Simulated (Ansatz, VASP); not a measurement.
## One calculation of Ta, two programs

File INCAR:

```
  ALGO = Fast
  EDIFF = 1E-6
  ENCUT = 520
  GGA = PS
  ISIF = 2
  ISMEAR = 0
  LASPH = T
  LCHARG = T
  LELF = T
  LREAL = F
  LVHAR = T
  LWAVE = F
  NBANDS = 12
  NELM = 80
  PREC = Accurate
  SIGMA = 0.15
```

File KPOINTS:

```
k-points
0
Gamma
  22 22 22
```

The input POSCAR:

```
Ta
1.0
   -1.3934191165      1.3934191165      2.1818156526
    1.3934191165     -1.3934191165      2.1818156526
    1.3934191165      1.3934191165     -2.1818156526
Ta
1
Direct
    0.0000000000      0.0000000000      0.0000000000
```

Input for Ansatz:

```yaml
crystal:
  lattice:
    - [-1.3934191165, 1.3934191165, 2.1818156526]
    - [1.3934191165, -1.3934191165, 2.1818156526]
    - [1.3934191165, 1.3934191165, -2.1818156526]
  atoms:
    - { symbol: Ta, position: [0.0, 0.0, 0.0] }
basis:
  ecutwfc: 420
kpoints:
  mp_grid: { grid: [22, 22, 22] }
hamiltonian:
  xc: pbesol
  pseudopotentials: { kind: paw, azcp: { folder: soft_1 } }
scf:
  occupations: { method: gaussian, width: 0.15 }
output:
  forces: true
  stress: true
  eigenvalues: true
  write_density: true
  write_potential: true
  elf: true
  volumetric_format: npy
```

Alike in both runs: task single point; functional PBEsol; k mesh 22 × 22 × 22; occupations gaussian, width 0.15 eV; no spin polarisation.

|  | VASP | Ansatz |
| --- | --- | --- |
| version | VASP 6.6.1 | Ansatz 0.2.0 |
| potentials or method | VASP PAW PBE potentials, release 64 (Ta_pv), cutoff 520 eV | scalar-relativistic, plane waves, PAW |
| valence electrons in the cell | 11 | 13 |

```csv
,VASP,Ansatz,Ansatz less VASP
gap on the k mesh at the Fermi level (eV),none,none,-
pressure (GPa),15.1,14.8,-0.32
"traceless stress, the component that is largest in VASP (GPa)",7.99,8.00,+0.003
```

VASP's potentials were made for PBE, not for PBEsol, and Ansatz warns of the same on its side. A gap of «none» marks a metal or a gap that the smearing closes. The functional is the same, so the differences come from potentials, cutoffs and numerics. VASP's potentials hold 11 valence electrons a cell and Ansatz's 13, so a difference there can come from the potentials and not from the codes.

Neither program's run includes spin-orbit coupling.
